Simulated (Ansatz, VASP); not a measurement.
One calculation of Fe, two programs

```
Fe
1.0
    -1.43325    1.43325    1.43325
     1.43325   -1.43325    1.43325
     1.43325    1.43325   -1.43325
Fe
1
Direct
  0.00000 0.00000 0.00000
```

Alike in both runs: task relaxation of cell and atoms; functional RPBE; k mesh 15 × 15 × 15; occupations fermi-dirac, width 0.05 eV; collinear spin.

|  | VASP | Ansatz |
| --- | --- | --- |
| version | VASP 6.6.1 | Ansatz 0.2.0 |
| potentials or method | VASP PAW PBE potentials, release 64 (Fe), cutoff 600 eV | plane waves (420 eV) with PAW, scalar-relativistic |
| valence electrons in the cell | 8 | 16 |

Ansatz gave:

```
net moment per atom (μB)                                      : 2.22
size of the moment on the site where the two differ most (μB) : 2.29
relaxed volume (Å³/atom)                                      : 11.71
relaxed cell length with the largest relative difference (Å)  : 2.477
```

Problem. Estimate VASP's values.

Solution. net moment per atom (μB): 2.24; size of the moment on the site where the two differ most (μB): 2.25; relaxed volume (Å³/atom): 11.70; relaxed cell length with the largest relative difference (Å): 2.477.

VASP's potentials were made for PBE, not for RPBE. Site moments also hang on the region over which each program counts them. VASP's potentials hold 8 valence electrons a cell and Ansatz's 16, so a difference there can come from the potentials and not from the codes.
